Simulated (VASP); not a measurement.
# Lu (P6_3/mmc) in VASP: single point with LDA

Aim: the single point of Lu with LDA.

Program: VASP 6.6.1. These are calculated values, not measurements. Logs are shortened: lines on timing, memory, paths and dates and some standing lists are left out, and cuts for length are marked.

### Step 1. The cell of the first run

The structure is hexagonal, space group P6_3/mmc (No. 194). The conventional cell has a = 3.357 Å, b = 3.357 Å, c = 5.319 Å, α = 90.00°, β = 90.00°, γ = 120.00°. Lu (site symmetry -6m2) has 12 Lu at 3.29 to 3.36 Å within 4.3 Å.

### Step 2. Single point, LDA

Input file INCAR:

```
SYSTEM = Lu
ALGO = Normal
EDIFF = 1E-6
ENCUT = 520
GGA = CA
ISIF = 2
ISMEAR = 0
LASPH = .TRUE.
LCHARG = .FALSE.
LREAL = .FALSE.
LWAVE = .FALSE.
NBANDS = 32
NELM = 60
PREC = Accurate
SIGMA = 0.1
```

Input file KPOINTS:

```
k-points
0
G
  14 14 8
  0 0 0
```

Input file POSCAR:

```
Lu
1.0
    3.3568239203      0.0000000000      0.0000000000
   -1.6784119602      2.9070947910      0.0000000000
    0.0000000000      0.0000000000      5.3191156134
Lu
2
Direct
    0.3333333333      0.6666666667      0.2500000000
    0.6666666667      0.3333333333      0.7500000000
```

Potentials or basis: VASP PAW PBE potentials, release 64 (Lu).

Started as:

```sh
$ cat potpaw_PBE.64/Lu/POTCAR > POTCAR
$ mpirun -np 1 vasp_std > vasp.out
```

OUTCAR:

```text
SYSTEM = Lu
   EDIFF = 1E-6
   ENCUT = 520
   GGA = CA
   ISIF = 2
   ISMEAR = 0
   LASPH = .TRUE.
   LREAL = .FALSE.
   NELM = 60
   PREC = Accurate

 ion  position               nearest neighbor table
   1  0.333  0.667  0.250-   2 3.29   2 3.29   2 3.29   2 3.29   2 3.29   2 3.29
   2  0.667  0.333  0.750-   1 3.29   1 3.29   1 3.29   1 3.29   1 3.29   1 3.29

  LATTYP: Found a hexagonal cell.
 ALAT       =     3.3568239203
 C/A-ratio  =     1.5845679546

  Lattice vectors:

 A1 = (   3.3568239203,   0.0000000000,   0.0000000000)
 A2 = (  -1.6784119602,   2.9070947910,   0.0000000000)
 A3 = (   0.0000000000,   0.0000000000,   5.3191156134)

Analysis of symmetry for initial positions (statically):
=====================================================================
 Subroutine PRICEL returns:
 Original cell was already a primitive cell.

 Routine SETGRP: Setting up the symmetry group for a
 hexagonal supercell.

 Subroutine GETGRP returns: Found 24 space group operations
 (whereof 12 operations were pure point group operations)
 out of a pool of 24 trial point group operations.

The static configuration has the point symmetry D_3d.
 The point group associated with its full space group is D_6h.

Analysis of symmetry for dynamics (positions and initial velocities):
=====================================================================
 Subroutine PRICEL returns:
 Original cell was already a primitive cell.

 Routine SETGRP: Setting up the symmetry group for a
 hexagonal supercell.

 Subroutine GETGRP returns: Found 24 space group operations
 (whereof 12 operations were pure point group operations)
 out of a pool of 24 trial point group operations.

The dynamic configuration has the point symmetry D_3d.
 The point group associated with its full space group is D_6h.

 Subroutine INISYM returns: Found 24 space group operations
 (whereof 12 operations are pure point group operations),
 and found     1 'primitive' translations

----------------------------------------------------------------------------------------

                                     Primitive cell

  volume of cell :      51.9071

  direct lattice vectors                    reciprocal lattice vectors
     3.356823920  0.000000000  0.000000000     0.297900642  0.171993016  0.000000000
    -1.678411960  2.907094791  0.000000000     0.000000000  0.343986031  0.000000000
     0.000000000  0.000000000  5.319115613     0.000000000  0.000000000  0.188001178
[... 76 lines left out ...]
   ISTART =      0    job   : 0-new  1-cont  2-samecut
   ICHARG =      2    charge: 1-file 2-atom 10-const
   ISPIN  =      1    spin polarized calculation?
   LNONCOLLINEAR =      F non collinear calculations
   LSORBIT =      F    spin-orbit coupling
   LASPH  =      T    aspherical Exc in radial PAW
   ENCUT  =  520.0 eV  38.22 Ry    6.18 a.u.   6.24  6.24  9.89*2*pi/ulx,y,z
   NELM   =     60;   NELMIN=  2; NELMDL= -5     # of ELM steps
   EDIFF  = 0.1E-05   stopping-criterion for ELM
   LREAL  =      F    real-space projection
   EDIFFG = 0.1E-04   stopping-criterion for IOM
   NSW    =      0    number of steps for IOM
   IBRION =     -1    ionic relax: 0-MD 1-quasi-New 2-CG
   NFREE  =      0    steps in history (QN), initial steepest desc. (CG)
   ISIF   =      2    stress and relaxation
   ISYM   =      2    0-nonsym 1-usesym 2-fastsym
   POTIM  = 0.5000    time-step for ionic-motion
   TEBEG  =    0.0;   TEEND  =   0.0 temperature during run
   PSTRESS=    0.0 pullay stress
   NELECT =      50.0000    total number of electrons
   NUPDOWN=      -1.0000    fix difference up-down
   EMIN   =  10.00;   EMAX   =-10.00  energy-range for DOS
   EFERMI =   0.00;   METHOD = LEGACY
   ISMEAR =     0;   SIGMA  =   0.10  broadening in eV -4-tet -1-fermi 0-gaus
   EFERMI_NEDOS =   21; number of points for ismear=-14 and -15
   IALGO  =     38    algorithm
   IMIX   =      4    mixing-type and parameters
     AMIX     =   0.40;   BMIX     =  1.00
     AMIX_MAG =   1.60;   BMIX_MAG =  1.00
  volume/ion in A,a.u.               =      25.95       175.14
  Fermi-wavevector in a.u.,A,eV,Ry     =   1.616798  3.055305 35.566117  2.614036
  Thomas-Fermi vector in A             =   2.711326
   LORBIT       =      0    0 simple, 1 ext, 2 COOP (PROOUT), +10 PAW based schemes
   GGA     = CA    functional components
   LHFCALC =     F    Hartree Fock is set to
   AEXX    =    0.0000 exact exchange contribution
   IVDW    =     0    specifies the selected vdW correction
   LEPSILON=     F    determine dielectric tensor
   LRPA    =     F    only Hartree local field effects (RPA)
 non-spin polarized calculation
 Gauss-broadening in eV      SIGMA  =   0.10
  energy-cutoff  :      520.00
  volume of cell :       51.91
 maximum number of plane-waves:      1422
 NGX is ok and might be reduce to    28
   NGX = 13   NGY = 13   NGZ = 19

 number of electron      49.9999997 magnetization

 Free energy of the ion-electron system (eV)
  ---------------------------------------------------
  ext. energy  EPLUGINS =         0.00000000
  ---------------------------------------------------
  free energy    TOTEN  =       -10.39152602 eV

  energy without entropy =      -10.37753802  energy(sigma->0) =      -10.38453202

 E-fermi :   2.3835     XC(G=0): -11.5618

 val. band max:        2.3817049846   @ k =   0.2143   0.0714   0.3750
 cond. band min:       2.3901718509   @ k =   0.3571   0.1429   0.2500
 fundamental gap:      0.0084668663
 Fermi energy:         2.3835030921

 k-point     1 :       0.0000    0.0000    0.0000
  band No.  band energies     occupation
      1     -53.2948      2.00000
      2     -53.2353      2.00000
      3     -24.5820      2.00000
      4     -23.9402      2.00000
      5     -23.9402      2.00000
      6     -23.8248      2.00000
[... 829 lines left out ...]
     31       8.2408      0.00000
     32       8.6395      0.00000

 [... further k-points ...]
[... 5 lines left out ...]
  --------------------------------------------------------------------------------------
  -------------------------------------------------------------------------------------
  Total        0.2657283      0.2657283     -0.3323171     -0.0000000     -0.0000000      0.0000000
  in kB        8.2020261      8.2020261    -10.2573711     -0.0000000     -0.0000000      0.0000000
  external PRESSURE =       2.0488937 kB  Pullay stress =       0.0000000 kB

 VOLUME and BASIS-vectors are now :
 -----------------------------------------------------------------------------
  energy-cutoff  :      520.00
  volume of cell :       51.91
      direct lattice vectors                 reciprocal lattice vectors
     3.356823920  0.000000000  0.000000000     0.297900642  0.171993016  0.000000000
    -1.678411960  2.907094791  0.000000000     0.000000000  0.343986031  0.000000000
     0.000000000  0.000000000  5.319115613     0.000000000  0.000000000  0.188001178

 POSITION                                       TOTAL-FORCE (eV/Angst)
 -----------------------------------------------------------------------------------
     -0.00000      1.93806      1.32978         0.000000     -0.000000      0.000000
      1.67841      0.96903      3.98934        -0.000000      0.000000      0.000000
 -----------------------------------------------------------------------------------
    total drift:                               -0.000000      0.000000     -0.000000

  FREE ENERGIE OF THE ION-ELECTRON SYSTEM (eV)
  ---------------------------------------------------
  free  energy   TOTEN  =       -10.3915260199 eV

  energy  without entropy=      -10.3775380212  energy(sigma->0) =      -10.38453202
```

stdout:

```text
POSCAR found type information on POSCAR Lu
 POSCAR found :  1 types and       2 ions
 scaLAPACK will be used
 -----------------------------------------------------------------------------
|                                                                             |
|                                                                             |
|     You enforced a specific xc type in the INCAR file but a different       |
|     I HOPE YOU KNOW WHAT YOU ARE DOING!                                     |
|                                                                             |
 -----------------------------------------------------------------------------

 LDA part: xc-table for (Slater(with rela. corr.)+CA(PZ))
 , standard interpolation
 POSCAR, INCAR and KPOINTS ok, starting setup
 FFT: planning ... GRIDC
 FFT: planning ... GRID_SOFT
 FFT: planning ... GRID
 WAVECAR not read
 entering main loop
```

It took 5.6 min on 1 thread of Intel Xeon 8259CL, shared host; peak memory 0.28 GiB.

Results:

| Item | Value |
| --- | --- |
| Free energy | -10.3915 eV |
| Pressure | 0.2 GPa |
| Band gap on the k mesh | zero (bands 25 and 26 overlap by 1.74 eV) |

Stress tensor (GPa, compression positive):
```
 0.82  0.00  0.00
 0.00  0.82  0.00
 0.00  0.00 -1.03
```

Levels at points of the mesh, in eV from the Fermi level:
| k point | band 22 | band 23 | band 24 | band 25 | band 26 | band 27 | band 28 | band 29 |
| --- | --- | --- | --- | --- | --- | --- | --- | --- |
| (0.00, 0.00, 0.00) | -4.72 | -4.72 | -2.67 | 1.09 | 2.20 | 2.20 | 2.52 | 3.00 |
| (0.50, 0.00, 0.00) | -4.73 | -2.39 | -1.62 | -1.09 | -0.09 | 1.72 | 1.88 | 2.53 |
| (0.00, 0.00, 0.50) | -4.72 | -4.45 | -4.45 | 1.15 | 1.15 | 2.12 | 2.12 | 2.12 |
| (0.50, 0.00, 0.50) | -4.75 | -2.32 | -2.32 | 0.06 | 0.06 | 1.72 | 1.72 | 3.60 |

Caveat: the PAW data sets were made with another functional, which shifts forces and pressure a little; spin-orbit coupling is left out, which moves the levels of the heavy elements.
